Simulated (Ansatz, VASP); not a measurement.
## Co: VASP beside Ansatz

```xyz
2
Lattice="2.4649 0.0000 0.0000 -1.2324 2.1347 0.0000 0.0000 0.0000 4.0009" Properties=species:S:1:pos:R:3 pbc="T T T"
Co    0.0000    1.4231    1.0002
Co    1.2324    0.7116    3.0007
```

Alike in both runs: task single point; functional PBE; k mesh 13 × 13 × 7; collinear spin.

|  | VASP | Ansatz |
| --- | --- | --- |
| version | VASP 6.6.1 | Ansatz 0.2.0 |
| potentials or method | VASP PAW PBE potentials, release 64 (Co), cutoff 520 eV | plane waves, PAW |
| occupations | gaussian, width 0.1 eV | gaussian |
| valence electrons in the cell | 18 | 34 |

Ansatz gave:

| Item | Value |
| --- | --- |
| pressure (GPa) | 7.2 |
| traceless stress, the component that is largest in VASP (GPa) | -1.11 |
| net moment per atom (μB) | 1.59 |
| size of the moment on the site where the two differ most (μB) | 1.67 |

Problem. Estimate VASP's values.

Solution. Pressure (GPa): 6.3; traceless stress, the component that is largest in VASP (GPa): -1.20; net moment per atom (μB): 1.58; size of the moment on the site where the two differ most (μB): 1.60.

Site moments also hang on the region over which each program counts them. VASP's potentials hold 18 valence electrons a cell and Ansatz's 34, so a difference there can come from the potentials and not from the codes.
